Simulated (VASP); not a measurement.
# GaN (Fm-3m) in VASP: single point with LDA

Aim: the single point of GaN with LDA.

All numbers are computed with VASP 6.6.1; they aren't measurements. Logs are shortened: lines on timing, memory, paths and dates and some standing lists are left out, and cuts for length are marked.

## Step 1: The cell of the first run

Symmetry: Fm-3m, No. 225, cubic system. The conventional cell has a = 4.270 Å, b = 4.270 Å, c = 4.270 Å, α = 90.00°, β = 90.00°, γ = 90.00°. Within 2.8 Å of Ga (site symmetry m-3m) lie 6 N at 2.14 Å. Within 2.8 Å of N (site symmetry m-3m) lie 6 Ga at 2.14 Å.

## Step 2: Single point, LDA

INCAR reads:

```
  PREC = Accurate
  ENCUT = 520
  EDIFF = 1E-7
  ISMEAR = 0
  SIGMA = 0.01
  LREAL = False
  LASPH = True
  NELM = 60
  ALGO = Normal
  ISIF = 2
  LWAVE = False
  LCHARG = False
  NBANDS = 16
```

KPOINTS reads:

```
Automatic mesh
0
Gamma
  6 6 6
```

POSCAR reads:

```
GaN
1.0
    0.0000000000      2.1352400000      2.1352400000
    2.1352400000      0.0000000000      2.1352400000
    2.1352400000      2.1352400000      0.0000000000
Ga N
1 1
Direct
    0.0000000000      0.0000000000      0.0000000000
    0.5000000000      0.5000000000      0.5000000000
```

Potentials or basis: VASP PAW LDA potentials, release 64 (Ga_d, N).

Run with:

```
cat potpaw_LDA.64/Ga_d/POTCAR potpaw_LDA.64/N/POTCAR > POTCAR
mpirun -np 1 vasp_std > vasp.out
```

OUTCAR:

```text
PREC = Accurate
   ENCUT = 520
   EDIFF = 1E-7
   ISMEAR = 0
   LREAL = False
   LASPH = True
   NELM = 60
   ISIF = 2

 ion  position               nearest neighbor table
   1  0.000  0.000  0.000-   2 2.14   2 2.14   2 2.14   2 2.14   2 2.14   2 2.14
   2  0.500  0.500  0.500-   1 2.14   1 2.14   1 2.14   1 2.14   1 2.14   1 2.14

  LATTYP: Found a face centered cubic cell.
 ALAT       =     4.2704800000

  Lattice vectors:

 A1 = (   0.0000000000,   2.1352400000,   2.1352400000)
 A2 = (   2.1352400000,   0.0000000000,   2.1352400000)
 A3 = (   2.1352400000,   2.1352400000,   0.0000000000)

Analysis of symmetry for initial positions (statically):
=====================================================================
 Subroutine PRICEL returns:
 Original cell was already a primitive cell.

 Routine SETGRP: Setting up the symmetry group for a
 face centered cubic supercell.

 Subroutine GETGRP returns: Found 48 space group operations
 (whereof 48 operations were pure point group operations)
 out of a pool of 48 trial point group operations.

The static configuration has the point symmetry O_h .

Analysis of symmetry for dynamics (positions and initial velocities):
=====================================================================
 Subroutine PRICEL returns:
 Original cell was already a primitive cell.

 Routine SETGRP: Setting up the symmetry group for a
 face centered cubic supercell.

 Subroutine GETGRP returns: Found 48 space group operations
 (whereof 48 operations were pure point group operations)
 out of a pool of 48 trial point group operations.

The dynamic configuration has the point symmetry O_h .

 Subroutine INISYM returns: Found 48 space group operations
 (whereof 48 operations are pure point group operations),
 and found     1 'primitive' translations

----------------------------------------------------------------------------------------

                                     Primitive cell

  volume of cell :      19.4702

  direct lattice vectors                    reciprocal lattice vectors
     0.000000000  2.135240000  2.135240000    -0.234165714  0.234165714  0.234165714
     2.135240000  0.000000000  2.135240000     0.234165714 -0.234165714  0.234165714
     2.135240000  2.135240000  0.000000000     0.234165714  0.234165714 -0.234165714

  length of vectors
     3.019685367  3.019685367  3.019685367     0.405586915  0.405586915  0.405586915

  position of ions in fractional coordinates (direct lattice)
     0.000000000  0.000000000  0.000000000
     0.500000000  0.500000000  0.500000000

  ion indices of the primitive-cell ions
   primitive index   ion index
                 1           1
                 2           2

----------------------------------------------------------------------------------------

 KPOINTS: Automatic mesh

Automatic generation of k-mesh.
 Grid dimensions read from file:
 generate k-points for:    6    6    6

 Generating k-lattice:

  Cartesian coordinates                     Fractional coordinates (reciprocal lattice)
    -0.039027619  0.039027619  0.039027619     0.166666667  0.000000000  0.000000000
     0.039027619 -0.039027619  0.039027619     0.000000000  0.166666667  0.000000000
     0.039027619  0.039027619 -0.039027619     0.000000000  0.000000000  0.166666667

  Length of vectors
     0.067597819  0.067597819  0.067597819

  Shift w.r.t. Gamma in fractional coordinates (k-lattice)
     0.000000000  0.000000000  0.000000000

 Subroutine IBZKPT returns following result:
 ===========================================

 Found     16 irreducible k-points:

 Following reciprocal coordinates:
            Coordinates               Weight
  0.000000  0.000000  0.000000      1.000000
  0.166667  0.000000  0.000000      8.000000
  0.333333  0.000000  0.000000      8.000000
  0.500000  0.000000  0.000000      4.000000
  0.166667  0.166667  0.000000      6.000000
  0.333333  0.166667  0.000000     24.000000
[... 8 lines left out ...]
 -0.333333  0.333333  0.166667     24.000000
 -0.333333  0.500000  0.166667     12.000000
   k-points           NKPTS =     16   k-points in BZ     NKDIM =     16   number of bands    NBANDS=     16
   number of dos      NEDOS =    301   number of ions     NIONS =      2
   total plane-waves  NPLWV =  13824
   dimension x,y,z NGX =    24 NGY =   24 NGZ =   24
   dimension x,y,z NGXF=    48 NGYF=   48 NGZF=   48
   ions per type =               1   1
   NGX,Y,Z   is equivalent  to a cutoff of  13.21, 13.21, 13.21 a.u.
   NGXF,Y,Z  is equivalent  to a cutoff of  26.43, 26.43, 26.43 a.u.
 SYSTEM =  unknown system
   PREC   = accura    normal or accurate (medium, high low for compatibility)
   ISTART =      0    job   : 0-new  1-cont  2-samecut
   ICHARG =      2    charge: 1-file 2-atom 10-const
   ISPIN  =      1    spin polarized calculation?
   LNONCOLLINEAR =      F non collinear calculations
   LSORBIT =      F    spin-orbit coupling
   LASPH  =      T    aspherical Exc in radial PAW
   ENCUT  =  520.0 eV  38.22 Ry    6.18 a.u.   5.61  5.61  5.61*2*pi/ulx,y,z
   NELM   =     60;   NELMIN=  2; NELMDL= -5     # of ELM steps
   EDIFF  = 0.1E-06   stopping-criterion for ELM
   LREAL  =      F    real-space projection
   EDIFFG = 0.1E-05   stopping-criterion for IOM
   NSW    =      0    number of steps for IOM
   IBRION =     -1    ionic relax: 0-MD 1-quasi-New 2-CG
   NFREE  =      0    steps in history (QN), initial steepest desc. (CG)
   ISIF   =      2    stress and relaxation
   ISYM   =      2    0-nonsym 1-usesym 2-fastsym
   POTIM  = 0.5000    time-step for ionic-motion
   TEBEG  =    0.0;   TEEND  =   0.0 temperature during run
   PSTRESS=    0.0 pullay stress
   NELECT =      18.0000    total number of electrons
   NUPDOWN=      -1.0000    fix difference up-down
   EMIN   =  10.00;   EMAX   =-10.00  energy-range for DOS
   EFERMI =   0.00;   METHOD = LEGACY
   ISMEAR =     0;   SIGMA  =   0.01  broadening in eV -4-tet -1-fermi 0-gaus
   EFERMI_NEDOS =   21; number of points for ismear=-14 and -15
   IALGO  =     38    algorithm
   IMIX   =      4    mixing-type and parameters
     AMIX     =   0.40;   BMIX     =  1.00
     AMIX_MAG =   1.60;   BMIX_MAG =  1.00
  volume/ion in A,a.u.               =       9.74        65.70
  Fermi-wavevector in a.u.,A,eV,Ry     =   1.594810  3.013754 34.605319  2.543419
  Thomas-Fermi vector in A             =   2.692827
   LORBIT       =      0    0 simple, 1 ext, 2 COOP (PROOUT), +10 PAW based schemes
   GGA     = CA    functional components
   LHFCALC =     F    Hartree Fock is set to
   AEXX    =    0.0000 exact exchange contribution
   IVDW    =     0    specifies the selected vdW correction
   LEPSILON=     F    determine dielectric tensor
   LRPA    =     F    only Hartree local field effects (RPA)
 non-spin polarized calculation
 Gauss-broadening in eV      SIGMA  =   0.01
  energy-cutoff  :      520.00
  volume of cell :       19.47
 maximum number of plane-waves:       544
 NGX is ok and might be reduce to    24
   NGX = 11   NGY = 11   NGZ = 11

 number of electron      18.0000005 magnetization

 Free energy of the ion-electron system (eV)
  ---------------------------------------------------
  ext. energy  EPLUGINS =         0.00000000
  ---------------------------------------------------
  free energy    TOTEN  =       -13.02416428 eV

  energy without entropy =      -13.02416428  energy(sigma->0) =      -13.02416428

 E-fermi :   7.4171     XC(G=0): -13.3017

 val. band max:        7.3132575804   @ k =  -0.1667   0.1667   0.0000
 cond. band min:       7.5134398986   @ k =   0.5000   0.5000   0.0000
 fundamental gap:      0.2001823181
 Fermi energy:         7.4170644283

 k-point     1 :       0.0000    0.0000    0.0000
  band No.  band energies     occupation
      1      -9.5925      2.00000
      2      -6.8221      2.00000
      3      -6.8221      2.00000
      4      -6.8221      2.00000
      5      -6.7321      2.00000
      6      -6.7321      2.00000
[... 8 lines left out ...]
     15      22.3800      0.00000
     16      22.3800      0.00000

 k-point     2 :       0.1667    0.0000    0.0000
  band No.  band energies     occupation
      1      -9.0678      2.00000
      2      -6.8385      2.00000
      3      -6.8182      2.00000
      4      -6.8182      2.00000
      5      -6.7411      2.00000
      6      -6.7411      2.00000
[... 8 lines left out ...]
     15      23.5049      0.00000
     16      23.5049      0.00000

 k-point     3 :       0.3333    0.0000    0.0000
  band No.  band energies     occupation
      1      -7.7001      2.00000
      2      -6.9088      2.00000
      3      -6.9088      2.00000
      4      -6.8473      2.00000
      5      -6.6582      2.00000
      6      -6.6582      2.00000
[... 8 lines left out ...]
     15      26.4623      0.00000
     16      26.4623      0.00000

 k-point     4 :       0.5000    0.0000    0.0000
  band No.  band energies     occupation
      1      -6.9979      2.00000
      2      -6.9594      2.00000
      3      -6.9594      2.00000
      4      -6.6102      2.00000
      5      -6.6102      2.00000
      6      -6.4747      2.00000
[... 8 lines left out ...]
     15      29.8369      0.00000
     16      29.8369      0.00000
[... 172 lines left out ...]
 k-point    14 :       0.5000    0.3333    0.1667
  band No.  band energies     occupation
      1      -7.9077      2.00000
      2      -6.8853      2.00000
      3      -6.8257      2.00000
      4      -6.7112      2.00000
      5      -6.6377      2.00000
      6      -5.4130      2.00000
[... 8 lines left out ...]
     15      28.7264      0.00000
     16      31.0522      0.00000

 k-point    15 :      -0.3333    0.3333    0.1667
  band No.  band energies     occupation
      1      -7.8498      2.00000
      2      -6.8771      2.00000
      3      -6.7960      2.00000
      4      -6.7900      2.00000
      5      -6.5931      2.00000
      6      -4.4585      2.00000
[... 8 lines left out ...]
     15      25.4761      0.00000
     16      32.7189      0.00000

 k-point    16 :      -0.3333    0.5000    0.1667
  band No.  band energies     occupation
      1      -8.0768      2.00000
      2      -6.9083      2.00000
      3      -6.7440      2.00000
      4      -6.6980      2.00000
      5      -6.5605      2.00000
      6      -3.7711      2.00000
[... 8 lines left out ...]
     15      28.5684      0.00000
     16      34.3161      0.00000

------------------------ aborting loop because EDIFF is reached ----------------------------------------

  FORCE on cell =-STRESS in cart. coord.  units (eV):
  Direction    XX          YY          ZZ          XY          YZ          ZX
  --------------------------------------------------------------------------------------
  -------------------------------------------------------------------------------------
  Total       -1.5528421     -1.5528421     -1.5528421     -0.0000000     -0.0000000      0.0000000
  in kB     -127.7814462   -127.7814462   -127.7814462     -0.0000000     -0.0000000      0.0000000
  external PRESSURE =    -127.7814462 kB  Pullay stress =       0.0000000 kB

 VOLUME and BASIS-vectors are now :
 -----------------------------------------------------------------------------
  energy-cutoff  :      520.00
  volume of cell :       19.47
      direct lattice vectors                 reciprocal lattice vectors
     0.000000000  2.135240000  2.135240000    -0.234165714  0.234165714  0.234165714
     2.135240000  0.000000000  2.135240000     0.234165714 -0.234165714  0.234165714
     2.135240000  2.135240000  0.000000000     0.234165714  0.234165714 -0.234165714

 POSITION                                       TOTAL-FORCE (eV/Angst)
 -----------------------------------------------------------------------------------
      0.00000      0.00000      0.00000         0.000000      0.000000     -0.000000
      2.13524      2.13524      2.13524        -0.000000     -0.000000      0.000000
 -----------------------------------------------------------------------------------
    total drift:                                0.000000     -0.000000     -0.000000

  FREE ENERGIE OF THE ION-ELECTRON SYSTEM (eV)
  ---------------------------------------------------
  free  energy   TOTEN  =       -13.0241642839 eV

  energy  without entropy=      -13.0241642839  energy(sigma->0) =      -13.02416428
```

It took 6.7 s on 1 thread of Intel Xeon 6975P-C, shared host; peak memory 0.13 GiB.

What came out:

```yaml
Free_energy: -13.0242 eV
Pressure: -12.8 GPa
Band_gap_on_the_k_mesh: 0.20 eV, indirect (least direct gap 2.44 eV)
```

Caveat: the k points lie up to 0.42 Å⁻¹ apart.
